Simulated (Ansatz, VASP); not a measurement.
## Two plane-wave programs on Se

File INCAR:

```
PREC = Accurate
ENCUT = 520
EDIFF = 1E-6
ISMEAR = -1
SIGMA = 0.1
LREAL = F
LASPH = T
NELM = 60
ALGO = Normal
ISIF = 2
LWAVE = F
LCHARG = T
GGA = PE
LELF = T
LVHAR = T
NBANDS = 9
```

File KPOINTS:

```
Automatic mesh
0
Gamma
  14 14 14
```

File POSCAR:

```
Se
1.0
   -1.6962866334      1.6962866334      1.6962866334
    1.6962866334     -1.6962866334      1.6962866334
    1.6962866334      1.6962866334     -1.6962866334
Se
1
Direct
    0.0000000000      0.0000000000      0.0000000000
```

Input for Ansatz:

```yaml
crystal:
  lattice:
    - [-1.6962866334, 1.6962866334, 1.6962866334]
    - [1.6962866334, -1.6962866334, 1.6962866334]
    - [1.6962866334, 1.6962866334, -1.6962866334]
  atoms:
    - { symbol: Se, position: [0.0, 0.0, 0.0] }
hamiltonian:
  xc: pbe
  pseudopotentials:
    kind: paw
    azcp:
      Se: "pseudopotentials/Se.paw.azcp"
basis:
  ecutwfc: 420
  fft_grid_basis: typed
kpoints:
  mp_grid: { grid: [14, 14, 14], shift: [0, 0, 0] }
magnetization:
  spin_polarized: false
scf:
  occupations: { method: fermi_dirac, width: 0.1 }
  lower_state_search: "off"
output:
  stress: true
```

Alike in both runs: task single point; functional PBE; k mesh 14 × 14 × 14; occupations fermi-dirac, width 0.1 eV; no spin polarisation.

|  | VASP | Ansatz |
| --- | --- | --- |
| version | VASP 6.6.1 | Ansatz 0.2.0 |
| potentials or method | VASP PAW PBE potentials, release 64 (Se), cutoff 520 eV | plane waves (420 eV) with PAW, scalar-relativistic |
| valence electrons in the cell | 6 | 16 |

```tsv
	VASP	Ansatz	Ansatz less VASP
pressure (GPa)	3.7	3.7	0.00
```

With one functional, cell and mesh, what is left measures potentials, basis and numerics. VASP's potentials hold 6 valence electrons a cell and Ansatz's 16, so a difference there can come from the potentials and not from the codes.
